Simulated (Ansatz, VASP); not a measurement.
**Two plane-wave programs on BaZrO3**

```
Ba Zr O
1.0
     4.18066    0.00000    0.00000
     0.00000    4.18066    0.00000
     0.00000    0.00000    4.18066
Ba Zr O
1 1 3
Direct
  0.00000 0.00000 0.00000
  0.50000 0.50000 0.50000
  0.50000 0.00000 0.50000
  0.50000 0.50000 0.00000
  0.00000 0.50000 0.50000
```

Alike in both runs: functional PBEsol; k mesh 6 × 6 × 6; occupations gaussian, width 0.02 eV; no spin polarisation.

Ansatz relaxed the structure, and its values are those at the end. VASP's run is a single point on that final structure, the one shown.

```csv
,VASP,Ansatz
version,VASP 6.6.1,Ansatz 0.2.0
potentials or method,"VASP PAW PBE potentials, release 64 (Ba_sv, Zr_sv, O), cutoff 520 eV","scalar-relativistic, plane waves, PAW"
valence electrons in the cell,40,40
```

VASP gave:

| Property | Result |
| --- | --- |
| gap on the k mesh at the Fermi level (eV) | 3.12 |
| least direct gap on the mesh (eV) | 3.33 |
| pressure (GPa) | 1.2 |

Question: Which values does Ansatz return?

Answer: gap on the k mesh at the Fermi level (eV): 3.17; least direct gap on the mesh (eV): 3.36; pressure (GPa): 0.0.

VASP's potentials were made for PBE, not for PBEsol. With one functional, cell and mesh, what is left measures potentials, basis and numerics.

Neither program's run includes spin-orbit coupling.
